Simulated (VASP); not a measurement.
Runs of VASP 6.6.1 on Nb. The structure is that of space group P6/mmm (No. 191), or close to it. The cells are those of the table. This isn't the form of Nb at room conditions, which is bcc.

```csv
spin,cell,smearing,gap on the mesh (eV),pressure (GPa)
collinear,"a = 4.877, b = 4.877, c = 2.674 Å, angles 90.0, 90.0, 120.0°, 3 atoms",fermi-dirac 0.05 eV,none,(a)
off,"a = 4.942, b = 4.942, c = 2.711 Å, angles 90.0, 90.0, 120.0°, 3 atoms",fermi-dirac 0.1 eV,none,-6.3
off,"a = 4.744, b = 4.744, c = 2.602 Å, angles 90.0, 90.0, 120.0°, 3 atoms",fermi-dirac 0.1 eV,none,16.2
off,"a = 4.675, b = 4.675, c = 2.564 Å, angles 90.0, 90.0, 120.0°, 3 atoms",fermi-dirac 0.1 eV,none,(b)
off,"a = 4.878, b = 4.878, c = 2.676 Å, angles 90.0, 90.0, 120.0°, 3 atoms",fermi-dirac 0.1 eV,none,-0.1
```

Alike in all rows: task single point; level r2SCAN; potentials or basis VASP PAW PBE potentials, release 64 (Nb_sv); k mesh 9 × 9 × 13; cutoff (eV) 520.

Task: Estimate the missing entries.

Result: (a) 0.0; (b) 27.1.

Caveats: the PAW data sets were made with another functional, which shifts forces and pressure a little; the cell stands under pressure (at least some runs); the cell stands under tension (at least some runs).

A k mesh can miss the band edges, and the runs leave out spin-orbit coupling on Nb.

A gap of «none» marks levels without a gap at the run's occupations.
